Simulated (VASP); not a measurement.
# BaRu3 (Pm-3m) in VASP: further runs

Runs on BaRu3. Level: PBEsol. Tasks: single point.

All numbers are computed with VASP 6.6.1; they aren't measurements. Logs are shortened: lines on timing, memory, paths and dates and some standing lists are left out, and cuts for length are marked.

## 1. The cell of the first run

The structure is cubic, space group Pm-3m (No. 221). The conventional cell has a = 4.122 Å, b = 4.122 Å, c = 4.122 Å, α = 90.00°, β = 90.00°, γ = 90.00°. Ba (site symmetry m-3m) has 12 Ru at 2.92 Å within 3.8 Å. Ru (site symmetry 4/mmm) has 4 Ba at 2.92 Å and 8 Ru at 2.92 Å within 3.8 Å.

## 2. Single point, PBEsol (17.52 Å³/atom)

The input, INCAR:

```
  ALGO = Normal
  EDIFF = 1E-6
  ENCUT = 560
  GGA = PS
  GGA_COMPAT = False
  ISIF = 2
  ISMEAR = 0
  LASPH = True
  LCHARG = True
  LELF = True
  LREAL = False
  LVHAR = True
  LWAVE = False
  NBANDS = 37
  NELM = 120
  PREC = Accurate
  SIGMA = 0.05
```

The input, KPOINTS:

```
k-points
0
Gamma
  8 8 8
```

The input, POSCAR:

```
BaRu3
1.0
    4.1224780763      0.0000000000      0.0000000000
    0.0000000000      4.1224780763      0.0000000000
    0.0000000000      0.0000000000      4.1224780763
Ba Ru
1 3
Direct
    0.0000000000      0.0000000000      0.0000000000
    0.0000000000      0.5000000000      0.5000000000
    0.5000000000      0.5000000000      0.0000000000
    0.5000000000      0.0000000000      0.5000000000
```

Potentials or basis: VASP PAW PBE potentials, release 64 (Ba_sv, Ru_sv).

Started as:

```
cat potpaw_PBE.64/Ba_sv/POTCAR potpaw_PBE.64/Ru_sv/POTCAR > POTCAR
mpirun -np 1 vasp_std > vasp.out
```

OUTCAR:

```text
EDIFF = 1E-6
   ENCUT = 560
   GGA = PS
   ISIF = 2
   ISMEAR = 0
   LASPH = True
   LREAL = False
   NELM = 120
   PREC = Accurate

 ion  position               nearest neighbor table
   1  0.000  0.000  0.000-   2 2.92   3 2.92   4 2.92   2 2.92   4 2.92   2 2.92   3 2.92   2 2.92
                             3 2.92   4 2.92   4 2.92   3 2.92
   2  0.000  0.500  0.500-   1 2.92   1 2.92   1 2.92   1 2.92
   3  0.500  0.500  0.000-   1 2.92   1 2.92   1 2.92   1 2.92
   4  0.500  0.000  0.500-   1 2.92   1 2.92   1 2.92   1 2.92

  LATTYP: Found a simple cubic cell.
 ALAT       =     4.1224780763

  Lattice vectors:

 A1 = (   4.1224780763,   0.0000000000,   0.0000000000)
 A2 = (   0.0000000000,   4.1224780763,   0.0000000000)
 A3 = (   0.0000000000,   0.0000000000,   4.1224780763)

Analysis of symmetry for initial positions (statically):
=====================================================================
 Subroutine PRICEL returns:
 Original cell was already a primitive cell.

 Routine SETGRP: Setting up the symmetry group for a
 simple cubic supercell.

 Subroutine GETGRP returns: Found 48 space group operations
 (whereof 48 operations were pure point group operations)
 out of a pool of 48 trial point group operations.

The static configuration has the point symmetry O_h .

Analysis of symmetry for dynamics (positions and initial velocities):
=====================================================================
 Subroutine PRICEL returns:
 Original cell was already a primitive cell.

 Routine SETGRP: Setting up the symmetry group for a
 simple cubic supercell.

 Subroutine GETGRP returns: Found 48 space group operations
 (whereof 48 operations were pure point group operations)
 out of a pool of 48 trial point group operations.

The dynamic configuration has the point symmetry O_h .

 Subroutine INISYM returns: Found 48 space group operations
 (whereof 48 operations are pure point group operations),
 and found     1 'primitive' translations

----------------------------------------------------------------------------------------

                                     Primitive cell

  volume of cell :      70.0608

  direct lattice vectors                    reciprocal lattice vectors
     4.122478076  0.000000000  0.000000000     0.242572545  0.000000000  0.000000000
     0.000000000  4.122478076  0.000000000     0.000000000  0.242572545  0.000000000
     0.000000000  0.000000000  4.122478076     0.000000000  0.000000000  0.242572545

  length of vectors
     4.122478076  4.122478076  4.122478076     0.242572545  0.242572545  0.242572545

  position of ions in fractional coordinates (direct lattice)
     0.000000000  0.000000000  0.000000000
     0.000000000  0.500000000  0.500000000
     0.500000000  0.500000000  0.000000000
     0.500000000  0.000000000  0.500000000

  ion indices of the primitive-cell ions
   primitive index   ion index
                 1           1
                 2           2
                 3           3
                 4           4

----------------------------------------------------------------------------------------

 KPOINTS: k-points

Automatic generation of k-mesh.
 Grid dimensions read from file:
 generate k-points for:    8    8    8

 Generating k-lattice:

  Cartesian coordinates                     Fractional coordinates (reciprocal lattice)
     0.030321568  0.000000000  0.000000000     0.125000000  0.000000000  0.000000000
     0.000000000  0.030321568  0.000000000     0.000000000  0.125000000  0.000000000
     0.000000000  0.000000000  0.030321568     0.000000000  0.000000000  0.125000000

  Length of vectors
     0.030321568  0.030321568  0.030321568

  Shift w.r.t. Gamma in fractional coordinates (k-lattice)
     0.000000000  0.000000000  0.000000000

 Subroutine IBZKPT returns following result:
 ===========================================

 Found     35 irreducible k-points:

 Following reciprocal coordinates:
            Coordinates               Weight
  0.000000  0.000000  0.000000      1.000000
  0.125000  0.000000  0.000000      6.000000
  0.250000  0.000000  0.000000      6.000000
  0.375000  0.000000  0.000000      6.000000
  0.500000  0.000000  0.000000      3.000000
  0.125000  0.125000  0.000000     12.000000
[... 16 lines left out ...]
  0.375000  0.375000  0.125000     24.000000
  0.500000  0.375000  0.125000     24.000000
 [... further k-points ...]
   k-points           NKPTS =     35   k-points in BZ     NKDIM =     35   number of bands    NBANDS=     37
   number of dos      NEDOS =    301   number of ions     NIONS =      4
   total plane-waves  NPLWV =  32768
   dimension x,y,z NGX =    32 NGY =   32 NGZ =   32
   dimension x,y,z NGXF=    64 NGYF=   64 NGZF=   64
   ions per type =               1   3
   NGX,Y,Z   is equivalent  to a cutoff of  12.90, 12.90, 12.90 a.u.
   NGXF,Y,Z  is equivalent  to a cutoff of  25.81, 25.81, 25.81 a.u.
 SYSTEM =  unknown system
   PREC   = accura    normal or accurate (medium, high low for compatibility)
   ISTART =      0    job   : 0-new  1-cont  2-samecut
   ICHARG =      2    charge: 1-file 2-atom 10-const
   ISPIN  =      1    spin polarized calculation?
   LNONCOLLINEAR =      F non collinear calculations
   LSORBIT =      F    spin-orbit coupling
   LASPH  =      T    aspherical Exc in radial PAW
   ENCUT  =  560.0 eV  41.16 Ry    6.42 a.u.   7.95  7.95  7.95*2*pi/ulx,y,z
   NELM   =    120;   NELMIN=  2; NELMDL= -5     # of ELM steps
   EDIFF  = 0.1E-05   stopping-criterion for ELM
   LREAL  =      F    real-space projection
   EDIFFG = 0.1E-04   stopping-criterion for IOM
   NSW    =      0    number of steps for IOM
   IBRION =     -1    ionic relax: 0-MD 1-quasi-New 2-CG
   NFREE  =      0    steps in history (QN), initial steepest desc. (CG)
   ISIF   =      2    stress and relaxation
   ISYM   =      2    0-nonsym 1-usesym 2-fastsym
   POTIM  = 0.5000    time-step for ionic-motion
   TEBEG  =    0.0;   TEEND  =   0.0 temperature during run
   PSTRESS=    0.0 pullay stress
   NELECT =      58.0000    total number of electrons
   NUPDOWN=      -1.0000    fix difference up-down
   EMIN   =  10.00;   EMAX   =-10.00  energy-range for DOS
   EFERMI =   0.00;   METHOD = LEGACY
   ISMEAR =     0;   SIGMA  =   0.05  broadening in eV -4-tet -1-fermi 0-gaus
   EFERMI_NEDOS =   21; number of points for ismear=-14 and -15
   IALGO  =     38    algorithm
   IMIX   =      4    mixing-type and parameters
     AMIX     =   0.40;   BMIX     =  1.00
     AMIX_MAG =   1.60;   BMIX_MAG =  1.00
  volume/ion in A,a.u.               =      17.52       118.20
  Fermi-wavevector in a.u.,A,eV,Ry     =   1.537184  2.904856 32.149671  2.362934
  Thomas-Fermi vector in A             =   2.643728
   LORBIT       =      0    0 simple, 1 ext, 2 COOP (PROOUT), +10 PAW based schemes
   GGA     = PS    functional components
   LHFCALC =     F    Hartree Fock is set to
   AEXX    =    0.0000 exact exchange contribution
   IVDW    =     0    specifies the selected vdW correction
   LEPSILON=     F    determine dielectric tensor
   LRPA    =     F    only Hartree local field effects (RPA)
 non-spin polarized calculation
 Gauss-broadening in eV      SIGMA  =   0.05
  energy-cutoff  :      560.00
  volume of cell :       70.06
 maximum number of plane-waves:      2176
 NGX is ok and might be reduce to    32
   NGX = 15   NGY = 15   NGZ = 15

 number of electron      58.0000021 magnetization

 Free energy of the ion-electron system (eV)
  ---------------------------------------------------
  ext. energy  EPLUGINS =         0.00000000
  ---------------------------------------------------
  free energy    TOTEN  =       -27.06841362 eV

  energy without entropy =      -27.05341971  energy(sigma->0) =      -27.06091666

 E-fermi :   9.7273     XC(G=0): -12.8359

 val. band max:        9.7244324257   @ k =   0.3750   0.0000   0.0000
 cond. band min:       9.7334418750   @ k =   0.5000   0.5000   0.0000
 fundamental gap:      0.0090094493
 Fermi energy:         9.7273280505

 k-point     1 :       0.0000    0.0000    0.0000
  band No.  band energies     occupation
      1     -62.1986      2.00000
      2     -62.1355      2.00000
      3     -62.1355      2.00000
      4     -32.4008      2.00000
      5     -32.4008      2.00000
      6     -32.4008      2.00000
[... 29 lines left out ...]
     36      15.6870      0.00000
     37      15.6870      0.00000

 k-point     2 :       0.1250    0.0000    0.0000
  band No.  band energies     occupation
      1     -62.1964      2.00000
      2     -62.1376      2.00000
      3     -62.1354      2.00000
      4     -32.3945      2.00000
      5     -32.3945      2.00000
      6     -32.3903      2.00000
[... 29 lines left out ...]
     36      15.5295      0.00000
     37      16.4499      0.00000

 k-point     3 :       0.2500    0.0000    0.0000
  band No.  band energies     occupation
      1     -62.1905      2.00000
      2     -62.1435      2.00000
      3     -62.1354      2.00000
      4     -32.3780      2.00000
      5     -32.3780      2.00000
      6     -32.3605      2.00000
[... 29 lines left out ...]
     36      15.1411      0.00000
     37      16.9459      0.00000

 k-point     4 :       0.3750    0.0000    0.0000
  band No.  band energies     occupation
      1     -62.1824      2.00000
      2     -62.1515      2.00000
      3     -62.1354      2.00000
      4     -32.3589      2.00000
      5     -32.3589      2.00000
      6     -32.3179      2.00000
[... 29 lines left out ...]
     36      14.7665      0.00000
     37      16.9624      0.00000
[... 683 lines left out ...]
      1     -62.1700      2.00000
      2     -62.1564      2.00000
      3     -62.1426      2.00000
      4     -32.4259      2.00000
      5     -32.2893      2.00000
      6     -32.2683      2.00000
[... 29 lines left out ...]
     36      14.5460      0.00000
     37      15.6599      0.00000

 k-point    23 :       0.3750    0.3750    0.1250
  band No.  band energies     occupation
      1     -62.1685      2.00000
      2     -62.1532      2.00000
      3     -62.1472      2.00000
      4     -32.4415      2.00000
      5     -32.2895      2.00000
      6     -32.2736      2.00000
[... 29 lines left out ...]
     36      14.9008      0.00000
     37      14.9395      0.00000

 k-point    24 :       0.5000    0.3750    0.1250
  band No.  band energies     occupation
      1     -62.1637      2.00000
      2     -62.1563      2.00000
      3     -62.1489      2.00000
      4     -32.4458      2.00000
      5     -32.2978      2.00000
      6     -32.2667      2.00000
[... 29 lines left out ...]
     36      14.8881      0.00000
     37      15.0389      0.00000

 [... further k-points ...]

------------------------ aborting loop because EDIFF is reached ----------------------------------------

  FORCE on cell =-STRESS in cart. coord.  units (eV):
  Direction    XX          YY          ZZ          XY          YZ          ZX
  --------------------------------------------------------------------------------------
  -------------------------------------------------------------------------------------
  Total       -0.0990878     -0.0990878     -0.0990878     -0.0000000      0.0000000      0.0000000
  in kB       -2.2659790     -2.2659790     -2.2659790     -0.0000000      0.0000000      0.0000000
  external PRESSURE =      -2.2659790 kB  Pullay stress =       0.0000000 kB

 VOLUME and BASIS-vectors are now :
 -----------------------------------------------------------------------------
  energy-cutoff  :      560.00
  volume of cell :       70.06
      direct lattice vectors                 reciprocal lattice vectors
     4.122478076  0.000000000  0.000000000     0.242572545  0.000000000  0.000000000
     0.000000000  4.122478076  0.000000000     0.000000000  0.242572545  0.000000000
     0.000000000  0.000000000  4.122478076     0.000000000  0.000000000  0.242572545

 POSITION                                       TOTAL-FORCE (eV/Angst)
 -----------------------------------------------------------------------------------
      0.00000      0.00000      0.00000         0.000000      0.000000      0.000000
      0.00000      2.06124      2.06124         0.000000      0.000000      0.000000
      2.06124      2.06124      0.00000         0.000000      0.000000      0.000000
      2.06124      0.00000      2.06124         0.000000      0.000000      0.000000
 -----------------------------------------------------------------------------------
    total drift:                                0.000000     -0.000000     -0.000000

  FREE ENERGIE OF THE ION-ELECTRON SYSTEM (eV)
  ---------------------------------------------------
  free  energy   TOTEN  =       -27.0684136199 eV

  energy  without entropy=      -27.0534197085  energy(sigma->0) =      -27.06091666
```

Wall time 56 s (1 thread of Intel Xeon Platinum 8375C at 2.90GHz (Ice Lake), shared host); peak memory 0.22 GiB.

Results:

```
Free energy            : -27.0684 eV
Pressure               : -0.2 GPa
Band gap on the k mesh : zero (bands 29 and 30 overlap by 1.53 eV)
```

Levels at points of the mesh, in eV from the Fermi level:
```tsv
k point	band 25	band 26	band 27	band 28	band 29	band 30	band 31	band 32	band 33	band 34
(0.00, 0.00, 0.00)	-1.04	-1.04	0.49	0.49	1.37	1.79	1.79	1.79	5.10	5.10
(0.50, 0.00, 0.00)	-1.35	-1.35	-0.41	-0.34	0.06	0.06	0.69	0.91	1.79	3.69
(0.50, 0.50, 0.00)	-0.95	-0.95	-0.80	-0.21	-0.09	0.01	0.01	0.03	0.44	4.51
(0.50, 0.50, 0.50)	-1.11	-1.11	-0.55	-0.55	0.68	1.42	1.42	1.42	4.65	4.65
```

Caveat: the PAW data sets were made with another functional, which shifts forces and pressure a little; spin-orbit coupling is left out, which moves the levels of the heavy elements.

## 3. Single point, PBEsol (19.96 Å³/atom)

This run uses another cell than the first one, of 19.96 Å³/atom.

INCAR: that of step 2 with these lines changed.

```diff
@@ -8,6 +8,4 @@
   LASPH = True
-  LCHARG = True
-  LELF = True
+  LCHARG = False
   LREAL = False
-  LVHAR = True
   LWAVE = False
```

KPOINTS is that of step 2.

The input, POSCAR:

```
BaRu3
1.0
    4.3056532817      0.0000000000      0.0000000000
    0.0000000000      4.3056532817      0.0000000000
    0.0000000000      0.0000000000      4.3056532817
Ba Ru
1 3
Direct
    0.0000000000      0.0000000000      0.0000000000
    0.0000000000      0.5000000000      0.5000000000
    0.5000000000      0.5000000000      0.0000000000
    0.5000000000      0.0000000000      0.5000000000
```

Potentials or basis: VASP PAW PBE potentials, release 64 (Ba_sv, Ru_sv).

Started as:

```
cat potpaw_PBE.64/Ba_sv/POTCAR potpaw_PBE.64/Ru_sv/POTCAR > POTCAR
mpirun -np 1 vasp_std > vasp.out
```

It took 62 s on 1 thread of Intel Xeon Platinum 8375C at 2.90GHz (Ice Lake), shared host; peak memory 0.26 GiB.

The run converged. Its results:

```
Free energy            : -26.6492 eV
Pressure               : -12.3 GPa
Band gap on the k mesh : zero (bands 29 and 30 overlap by 1.31 eV)
```

Levels at points of the mesh, in eV from the Fermi level:
```tsv
k point	band 25	band 26	band 27	band 28	band 29	band 30	band 31	band 32	band 33	band 34
(0.00, 0.00, 0.00)	-0.75	-0.75	0.44	0.44	1.17	1.49	1.49	1.49	4.59	4.59
(0.50, 0.00, 0.00)	-1.13	-1.13	-0.30	-0.20	0.06	0.06	0.45	0.60	1.49	3.55
(0.50, 0.50, 0.00)	-0.77	-0.77	-0.57	-0.32	-0.12	-0.12	0.02	0.09	0.60	3.71
(0.50, 0.50, 0.50)	-0.83	-0.83	-0.33	-0.33	0.78	1.20	1.20	1.20	4.02	4.02
```

Caveat: the cell stands under tension; the PAW data sets were made with another functional, which shifts forces and pressure a little; spin-orbit coupling is left out, which moves the levels of the heavy elements.
